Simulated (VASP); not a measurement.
The system is GaN.

```
Ga N
1.0
     3.18315    0.00000    0.00000
    -1.59158    2.75669    0.00000
     0.00000    0.00000    5.18363
Ga N
2 2
Direct
  0.33333 0.66667 0.99911
  0.66667 0.33333 0.49911
  0.33333 0.66667 0.37589
  0.66667 0.33333 0.87589
```

Base run:

```yaml
Program: VASP 6.6.1
Functional: PBE
Potentials_or_basis: VASP PAW PBE potentials, release 64 (Ga_d, N)
Cutoff: 520 eV
k_mesh: 12 × 12 × 6
Occupations: fermi-dirac, width 0.02 eV
Spin: no spin polarisation
```

Its results: band gap on the k mesh 1.94 eV, direct; pressure 6.2 GPa; largest force 0.005 eV/Å.

**Question.** The run is repeated on the same cell with these changes: functional from PBE to r2SCAN; k mesh from 12 × 12 × 6 to 12 × 12 × 4. What comes out?

**Answer.** Band gap on the k mesh 2.34 eV, direct; pressure 1.1 GPa; largest force 0.005 eV/Å.

Several settings changed at once, so the effect can't be laid on one alone.

Caveats: the PAW data sets were made with another functional, which shifts forces and pressure a little (some runs).

